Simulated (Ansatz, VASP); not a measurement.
# Two plane-wave programs on SnSe

```
Sn Se
1.0
     5.89330    0.00000    0.00000
     0.00000   -5.89330    0.00000
     0.00000    0.00000   -5.89330
Sn Se
4 4
Direct
  0.00000 0.00000 0.00000
  0.50000 0.50000 0.00000
  0.50000 0.00000 0.50000
  0.00000 0.50000 0.50000
  0.50000 0.00000 0.98473
  0.00000 0.50000 0.00000
  0.00000 0.00000 0.50000
  0.50000 0.50000 0.50000
```

Alike in both runs: task single point; functional LDA; k mesh 6 × 6 × 6; occupations gaussian, width 0.05 eV; no spin polarisation.

|  | VASP | Ansatz |
| --- | --- | --- |
| version | VASP 6.6.1 | Ansatz 0.2.0 |
| potentials or method | VASP PAW LDA potentials, release 64 (Sn_d, Se), cutoff 520 eV | scalar-relativistic, plane waves, PAW |
| valence electrons in the cell | 80 | 120 |

VASP gave:

```
gap on the k mesh at the Fermi level (eV)                     : 0.22
least direct gap on the mesh (eV)                             : 0.22
pressure (GPa)                                                : 0.2
traceless stress, the component that is largest in VASP (GPa) : 0.07
rms of the force components (eV/Å)                            : 0.031
```

Question: What did Ansatz give for the same quantities?

Answer: gap on the k mesh at the Fermi level (eV): 0.23; least direct gap on the mesh (eV): 0.23; pressure (GPa): 0.1; traceless stress, the component that is largest in VASP (GPa): 0.07; rms of the force components (eV/Å): 0.030.

LDA's correlation is that of Perdew and Zunger in VASP and of Perdew and Wang (1992) in Ansatz. Atom by atom the forces differ by 0.002 eV/Å (rms over components). VASP's potentials hold 80 valence electrons a cell and Ansatz's 120, so a difference there can come from the potentials and not from the codes.
